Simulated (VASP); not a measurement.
# Tc3Sn (Fm-3m) in VASP: single point with PBE

Aim: the single point of Tc3Sn with PBE.

Everything below comes from runs of VASP 6.6.1. Logs are shortened: lines on timing, memory, paths and dates and some standing lists are left out, and cuts for length are marked.

### 1 The cell of the first run

It takes space group Fm-3m (No. 225, cubic). The conventional cell has a = 6.344 Å, b = 6.344 Å, c = 6.344 Å, α = 90.00°, β = 90.00°, γ = 90.00°. Sn (site symmetry m-3m) has 14 Tc at 2.75 to 3.17 Å within 3.6 Å. Tc (site symmetry m-3m) has 8 Tc at 2.75 Å and 6 Sn at 3.17 Å within 3.6 Å. Tc (site symmetry -43m) has 10 Tc at 2.75 to 3.17 Å and 4 Sn at 2.75 Å within 3.6 Å.

### 2 Single point, PBE

Contents of INCAR:

```
  ALGO = Normal
  EDIFF = 1E-6
  ENCUT = 520
  GGA = PE
  ISIF = 2
  ISMEAR = -1
  LASPH = T
  LCHARG = F
  LREAL = F
  LWAVE = F
  NBANDS = 34
  NELM = 80
  PREC = Accurate
  SIGMA = 0.05
```

Contents of KPOINTS:

```
k-points
0
Gamma
  7 7 7
```

Contents of POSCAR:

```
Tc3Sn
1.0
    0.0000000000      3.1721940000      3.1721940000
    3.1721940000      0.0000000000      3.1721940000
    3.1721940000      3.1721940000      0.0000000000
Sn Tc
1 3
Direct
    0.0000000000      0.0000000000      0.0000000000
    0.5000000000      0.5000000000      0.5000000000
    0.7500000000      0.7500000000      0.7500000000
    0.2500000000      0.2500000000      0.2500000000
```

Potentials or basis: VASP PAW PBE potentials, release 64 (Sn_d, Tc_pv).

Started as:

```
> cat potpaw_PBE.64/Sn_d/POTCAR potpaw_PBE.64/Tc_pv/POTCAR > POTCAR
> mpirun -np 1 vasp_std > vasp.out
```

OUTCAR:

```text
EDIFF = 1E-6
   ENCUT = 520
   GGA = PE
   ISIF = 2
   ISMEAR = -1
   LASPH = T
   LREAL = F
   NELM = 80
   PREC = Accurate

 ion  position               nearest neighbor table
   1  0.000  0.000  0.000-   3 2.75   3 2.75   3 2.75   4 2.75   4 2.75   4 2.75   4 2.75   3 2.75
                             2 3.17   2 3.17   2 3.17   2 3.17   2 3.17   2 3.17
   2  0.500  0.500  0.500-   4 2.75   4 2.75   4 2.75   3 2.75   3 2.75   3 2.75   4 2.75   3 2.75
                             1 3.17   1 3.17   1 3.17   1 3.17   1 3.17   1 3.17
   3  0.750  0.750  0.750-   2 2.75   2 2.75   2 2.75   1 2.75   1 2.75   1 2.75   2 2.75   1 2.75
                             4 3.17   4 3.17   4 3.17   4 3.17   4 3.17   4 3.17
   4  0.250  0.250  0.250-   1 2.75   1 2.75   1 2.75   2 2.75   2 2.75   2 2.75   2 2.75   1 2.75
                             3 3.17   3 3.17   3 3.17   3 3.17   3 3.17   3 3.17

  LATTYP: Found a face centered cubic cell.
 ALAT       =     6.3443880000

  Lattice vectors:

 A1 = (   0.0000000000,   3.1721940000,   3.1721940000)
 A2 = (   3.1721940000,   0.0000000000,   3.1721940000)
 A3 = (   3.1721940000,   3.1721940000,   0.0000000000)

Analysis of symmetry for initial positions (statically):
=====================================================================
 Subroutine PRICEL returns:
 Original cell was already a primitive cell.

 Routine SETGRP: Setting up the symmetry group for a
 face centered cubic supercell.

 Subroutine GETGRP returns: Found 48 space group operations
 (whereof 48 operations were pure point group operations)
 out of a pool of 48 trial point group operations.

The static configuration has the point symmetry O_h .

Analysis of symmetry for dynamics (positions and initial velocities):
=====================================================================
 Subroutine PRICEL returns:
 Original cell was already a primitive cell.

 Routine SETGRP: Setting up the symmetry group for a
 face centered cubic supercell.

 Subroutine GETGRP returns: Found 48 space group operations
 (whereof 48 operations were pure point group operations)
 out of a pool of 48 trial point group operations.

The dynamic configuration has the point symmetry O_h .

 Subroutine INISYM returns: Found 48 space group operations
 (whereof 48 operations are pure point group operations),
 and found     1 'primitive' translations

----------------------------------------------------------------------------------------

                                     Primitive cell

  volume of cell :      63.8424

  direct lattice vectors                    reciprocal lattice vectors
     0.000000000  3.172194000  3.172194000    -0.157619616  0.157619616  0.157619616
     3.172194000  0.000000000  3.172194000     0.157619616 -0.157619616  0.157619616
     3.172194000  3.172194000  0.000000000     0.157619616  0.157619616 -0.157619616

  length of vectors
     4.486159777  4.486159777  4.486159777     0.273005183  0.273005183  0.273005183

  position of ions in fractional coordinates (direct lattice)
     0.000000000  0.000000000  0.000000000
     0.500000000  0.500000000  0.500000000
     0.750000000  0.750000000  0.750000000
     0.250000000  0.250000000  0.250000000

  ion indices of the primitive-cell ions
   primitive index   ion index
                 1           1
                 2           2
                 3           3
                 4           4

----------------------------------------------------------------------------------------

 KPOINTS: k-points

Automatic generation of k-mesh.
 Grid dimensions read from file:
 generate k-points for:    7    7    7

 Generating k-lattice:

  Cartesian coordinates                     Fractional coordinates (reciprocal lattice)
    -0.022517088  0.022517088  0.022517088     0.142857143  0.000000000  0.000000000
     0.022517088 -0.022517088  0.022517088     0.000000000  0.142857143  0.000000000
     0.022517088  0.022517088 -0.022517088     0.000000000  0.000000000  0.142857143

  Length of vectors
     0.039000740  0.039000740  0.039000740

  Shift w.r.t. Gamma in fractional coordinates (k-lattice)
     0.000000000  0.000000000  0.000000000

 Subroutine IBZKPT returns following result:
 ===========================================

 Found     20 irreducible k-points:

 Following reciprocal coordinates:
            Coordinates               Weight
  0.000000  0.000000  0.000000      1.000000
  0.142857  0.000000  0.000000      8.000000
  0.285714  0.000000  0.000000      8.000000
  0.428571  0.000000  0.000000      8.000000
  0.142857  0.142857  0.000000      6.000000
  0.285714  0.142857  0.000000     24.000000
[... 12 lines left out ...]
 -0.428571  0.428571  0.142857     24.000000
 -0.285714  0.428571  0.142857     24.000000
   k-points           NKPTS =     20   k-points in BZ     NKDIM =     20   number of bands    NBANDS=     34
   number of dos      NEDOS =    301   number of ions     NIONS =      4
   total plane-waves  NPLWV =  46656
   dimension x,y,z NGX =    36 NGY =   36 NGZ =   36
   dimension x,y,z NGXF=    72 NGYF=   72 NGZF=   72
   ions per type =               1   3
   NGX,Y,Z   is equivalent  to a cutoff of  13.34, 13.34, 13.34 a.u.
   NGXF,Y,Z  is equivalent  to a cutoff of  26.68, 26.68, 26.68 a.u.
 SYSTEM =  unknown system
   PREC   = accura    normal or accurate (medium, high low for compatibility)
   ISTART =      0    job   : 0-new  1-cont  2-samecut
   ICHARG =      2    charge: 1-file 2-atom 10-const
   ISPIN  =      1    spin polarized calculation?
   LNONCOLLINEAR =      F non collinear calculations
   LSORBIT =      F    spin-orbit coupling
   LASPH  =      T    aspherical Exc in radial PAW
   ENCUT  =  520.0 eV  38.22 Ry    6.18 a.u.   8.34  8.34  8.34*2*pi/ulx,y,z
   NELM   =     80;   NELMIN=  2; NELMDL= -5     # of ELM steps
   EDIFF  = 0.1E-05   stopping-criterion for ELM
   LREAL  =      F    real-space projection
   EDIFFG = 0.1E-04   stopping-criterion for IOM
   NSW    =      0    number of steps for IOM
   IBRION =     -1    ionic relax: 0-MD 1-quasi-New 2-CG
   NFREE  =      0    steps in history (QN), initial steepest desc. (CG)
   ISIF   =      2    stress and relaxation
   ISYM   =      2    0-nonsym 1-usesym 2-fastsym
   POTIM  = 0.5000    time-step for ionic-motion
   TEBEG  =    0.0;   TEEND  =   0.0 temperature during run
   PSTRESS=    0.0 pullay stress
   NELECT =      53.0000    total number of electrons
   NUPDOWN=      -1.0000    fix difference up-down
   EMIN   =  10.00;   EMAX   =-10.00  energy-range for DOS
   EFERMI =   0.00;   METHOD = LEGACY
   ISMEAR =    -1;   SIGMA  =   0.05  broadening in eV -4-tet -1-fermi 0-gaus
   EFERMI_NEDOS =   21; number of points for ismear=-14 and -15
   IALGO  =     38    algorithm
   IMIX   =      4    mixing-type and parameters
     AMIX     =   0.40;   BMIX     =  1.00
     AMIX_MAG =   1.60;   BMIX_MAG =  1.00
  volume/ion in A,a.u.               =      15.96       107.71
  Fermi-wavevector in a.u.,A,eV,Ry     =   1.538616  2.907564 32.209626  2.367341
  Thomas-Fermi vector in A             =   2.644960
   LORBIT       =      0    0 simple, 1 ext, 2 COOP (PROOUT), +10 PAW based schemes
   GGA     = PE    functional components
   LHFCALC =     F    Hartree Fock is set to
   AEXX    =    0.0000 exact exchange contribution
   IVDW    =     0    specifies the selected vdW correction
   LEPSILON=     F    determine dielectric tensor
   LRPA    =     F    only Hartree local field effects (RPA)
 non-spin polarized calculation
  energy-cutoff  :      520.00
  volume of cell :       63.84
 maximum number of plane-waves:      1759
 NGX is ok and might be reduce to    36
   NGX = 17   NGY = 17   NGZ = 17

 number of electron      53.0000002 magnetization

 Free energy of the ion-electron system (eV)
  ---------------------------------------------------
  ext. energy  EPLUGINS =         0.00000000
  ---------------------------------------------------
  free energy    TOTEN  =       -33.91484839 eV

  energy without entropy =      -33.88113630  energy(sigma->0) =      -33.89799234

 E-fermi :  12.3209     XC(G=0): -13.1365

 val. band max:       12.3155415634   @ k =   0.1429   0.0000   0.0000
 cond. band min:      12.3691771494   @ k =  -0.4286   0.4286   0.0000
 fundamental gap:      0.0536355859
 Fermi energy:        12.3209377173

 k-point     1 :       0.0000    0.0000    0.0000
  band No.  band energies     occupation
      1     -27.0528      2.00000
      2     -27.0528      2.00000
      3     -27.0528      2.00000
      4     -26.4263      2.00000
      5     -26.4263      2.00000
      6     -26.4263      2.00000
[... 26 lines left out ...]
     33      17.3085      0.00000
     34      17.3085      0.00000

 k-point     2 :       0.1429    0.0000    0.0000
  band No.  band energies     occupation
      1     -27.0599      2.00000
      2     -27.0599      2.00000
      3     -27.0561      2.00000
      4     -26.4146      2.00000
      5     -26.4146      2.00000
      6     -26.3992      2.00000
[... 26 lines left out ...]
     33      17.5131      0.00000
     34      17.9831      0.00000

 k-point     3 :       0.2857    0.0000    0.0000
  band No.  band energies     occupation
      1     -27.0752      2.00000
      2     -27.0752      2.00000
      3     -27.0577      2.00000
      4     -26.3877      2.00000
      5     -26.3877      2.00000
      6     -26.3440      2.00000
[... 26 lines left out ...]
     33      17.9098      0.00000
     34      17.9098      0.00000
[... 556 lines left out ...]
 k-point    19 :      -0.4286    0.4286    0.1429
  band No.  band energies     occupation
      1     -27.1307      2.00000
      2     -27.1042      2.00000
      3     -27.0197      2.00000
      4     -26.4421      2.00000
      5     -26.3071      2.00000
      6     -26.3042      2.00000
[... 26 lines left out ...]
     33      14.4340      0.00000
     34      18.6366      0.00000

 k-point    20 :      -0.2857    0.4286    0.1429
  band No.  band energies     occupation
      1     -27.1304      2.00000
      2     -27.0789      2.00000
      3     -27.0474      2.00000
      4     -26.4421      2.00000
      5     -26.3026      2.00000
      6     -26.2988      2.00000
[... 26 lines left out ...]
     33      14.3945      0.00000
     34      18.9133      0.00000

------------------------ aborting loop because EDIFF is reached ----------------------------------------

  FORCE on cell =-STRESS in cart. coord.  units (eV):
  Direction    XX          YY          ZZ          XY          YZ          ZX
  --------------------------------------------------------------------------------------
  -------------------------------------------------------------------------------------
  Total       -0.8874268     -0.8874268     -0.8874268      0.0000000      0.0000000     -0.0000000
  in kB      -22.2707027    -22.2707027    -22.2707027      0.0000000      0.0000000     -0.0000000
  external PRESSURE =     -22.2707027 kB  Pullay stress =       0.0000000 kB

 VOLUME and BASIS-vectors are now :
 -----------------------------------------------------------------------------
  energy-cutoff  :      520.00
  volume of cell :       63.84
      direct lattice vectors                 reciprocal lattice vectors
     0.000000000  3.172194000  3.172194000    -0.157619616  0.157619616  0.157619616
     3.172194000  0.000000000  3.172194000     0.157619616 -0.157619616  0.157619616
     3.172194000  3.172194000  0.000000000     0.157619616  0.157619616 -0.157619616

 POSITION                                       TOTAL-FORCE (eV/Angst)
 -----------------------------------------------------------------------------------
      0.00000      0.00000      0.00000        -0.000000      0.000000     -0.000000
      3.17219      3.17219      3.17219        -0.000000      0.000000     -0.000000
      4.75829      4.75829      4.75829        -0.000000     -0.000000     -0.000000
      1.58610      1.58610      1.58610         0.000000     -0.000000      0.000000
 -----------------------------------------------------------------------------------
    total drift:                                0.000000      0.000000      0.000000

  FREE ENERGIE OF THE ION-ELECTRON SYSTEM (eV)
  ---------------------------------------------------
  free  energy   TOTEN  =       -33.9148483861 eV

  energy  without entropy=      -33.8811362972  energy(sigma->0) =      -33.89799234
```

Run time: 2.3 min. Hardware: 1 thread of AMD EPYC, shared host; peak memory 0.19 GiB.

Results:

```
Free energy            : -33.9148 eV
Pressure               : -2.2 GPa
Band gap on the k mesh : zero (an odd number of electrons rules out a gap without spin polarisation)
```

Caveat: spin-orbit coupling is left out, which moves the levels of the heavy elements.
